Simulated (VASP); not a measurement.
The system is TiO2.

```
Ti O
1.0
     2.66946   -2.67007    0.00000
     2.66946    2.67007    0.00000
    -2.59794    0.00000    4.73181
Ti O
2 4
Direct
  0.86589 0.13411 0.75000
  0.13411 0.86589 0.25000
  0.08876 0.33122 0.16715
  0.91124 0.66878 0.83285
  0.66878 0.91124 0.33285
  0.33122 0.08876 0.66715
```

Base run:

- Program: VASP 6.6.1
- Functional: PBE
- Potentials or basis: VASP PAW PBE potentials, release 64 (Ti_sv, O)
- Cutoff: 520 eV
- k mesh: 8 × 8 × 6
- Occupations: fermi-dirac, width 0.05 eV
- Spin: no spin polarisation

Its results: band gap on the k mesh 2.14 eV (least direct gap 2.49 eV); pressure 8.0 GPa; largest force 0.140 eV/Å.

Task: The run is repeated on the same cell with these changes: functional from PBE to PBEsol; further incar settings from ALGO = Normal; EDIFF = 1e-07; NBANDS = 33 to ALGO = Normal; EDIFF = 1e-06; NBANDS = 33. What comes out?

Result: Band gap on the k mesh 2.10 eV (least direct gap 2.44 eV); pressure 1.6 GPa; largest force 0.111 eV/Å.

Caveats: the cell stands under pressure (at least some runs); the PAW data sets were made with another functional, which shifts forces and pressure a little (at least some runs).

A k mesh can miss the band edges.
